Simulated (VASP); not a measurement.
A run of VASP 6.6.1 is set up as follows.

Contents of INCAR:

```
SYSTEM = Si
  ALGO = Normal
  EDIFF = 1E-6
  ENCUT = 520
  GGA = CA
  ISIF = 2
  ISMEAR = 0
  LASPH = .True.
  LCHARG = .False.
  LREAL = .False.
  LWAVE = .False.
  NBANDS = 16
  NELM = 80
  PREC = Accurate
  SIGMA = 0.03
```

The input KPOINTS:

```
k-points
0
Gamma
  10 10 10
  0 0 0
```

The input POSCAR:

```
Si
1.0
   -3.4501484509      3.2007401291      1.9223856600
    3.4501484509     -3.2007401291      1.9223856600
    3.4501484509      3.2007401291     -1.9223856600
Si
4
Direct
    0.1788010600      0.1788010600      0.3576021200
    0.8211989400      0.8211989400      0.6423978800
    0.1788010600      0.8211989400      0.0000000000
    0.8211989400      0.1788010600      0.0000000000
```

Potentials or basis: VASP PAW LDA potentials, release 64 (Si).

The run is started by

```console
$ cat potpaw_LDA.64/Si/POTCAR > POTCAR
$ mpirun -np 1 vasp_std > vasp.out
```

Problem. Predict the band gap on the k mesh.

Solution. 0.05 eV, indirect (least direct gap 0.07 eV).

Problem. What does it give for the pressure?

Solution. -1.2 GPa.

Problem. Estimate the largest force.

Solution. 0.820 eV/Å.

Forces on the atoms (eV/Å):
```
Si  -0.460  0.679  0.000
Si   0.460 -0.679  0.000
Si   0.460  0.679  0.000
Si  -0.460 -0.679  0.000
```

Caveat: the cell differs from its parent crystal (strain +0.0375 x Voigt [1, -1, 0, 0, 0, 0]). A k mesh can miss the band edges.
